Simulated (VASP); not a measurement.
Here is a VASP 6.6.1 calculation.

INCAR

```
SYSTEM = Fe
ALGO = Normal
EDIFF = 1E-6
ENCUT = 520
GGA = RE
ISIF = 2
ISMEAR = -1
ISPIN = 2
LASPH = .TRUE.
LCHARG = .FALSE.
LMAXMIX = 4
LORBIT = 11
LREAL = .FALSE.
LWAVE = .FALSE.
MAGMOM = 2.467
NBANDS = 14
NELM = 150
PREC = Accurate
SIGMA = 0.05
```

KPOINTS

```
k-points
0
G
  15 15 15
  0 0 0
```

Contents of POSCAR:

```
Fe
1.0
    2.2917009110      0.0000000000      0.0000000000
    0.0000000000      2.2917009110      0.0000000000
    0.0000000000      0.0000000000      2.2917009110
Fe
1
Direct
    0.0000000000      0.0000000000      0.0000000000
```

Potentials or basis: VASP PAW PBE potentials, release 64 (Fe).

Launch:

```console
$ cat potpaw_PBE.64/Fe/POTCAR > POTCAR
$ mpirun -np 1 vasp_std > vasp.out
```

Estimate the net moment.

2.24 μB per cell.

Predict the site moments.

Fe +2.23 μB.

Predict the pressure.

19.6 GPa.

Caveat: the PAW data sets were made with another functional, which shifts forces and pressure a little.
